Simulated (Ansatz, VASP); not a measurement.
Two plane-wave programs on Tl

```
Tl
1.0
     3.59410    0.00000    0.00000
    -1.79705    3.11258    0.00000
     0.00000    0.00000   11.51154
Tl
4
Direct
  0.00000 0.00000 0.00000
  0.00000 0.00000 0.50000
  0.33333 0.66667 0.25000
  0.66667 0.33333 0.75000
```

Alike in both runs: task single point; functional RPBE; k mesh 11 × 11 × 3; occupations fermi-dirac, width 0.1 eV; no spin polarisation.

|  | VASP | Ansatz |
| --- | --- | --- |
| version | VASP 6.6.1 | Ansatz 0.2.0 |
| potentials or method | VASP PAW PBE potentials, release 64 (Tl_d), cutoff 520 eV | plane waves (420 eV) with PAW, scalar-relativistic |
| valence electrons in the cell | 52 | 52 |

```tsv
	VASP	Ansatz	Ansatz less VASP
pressure (GPa)	0.8	0.9	+0.06
traceless stress, the component that is largest in VASP (GPa)	0.08	0.08	+0.004
```

VASP's potentials were made for PBE, not for RPBE. The functional is the same, so the differences come from potentials, cutoffs and numerics.

Spin-orbit coupling is off throughout.
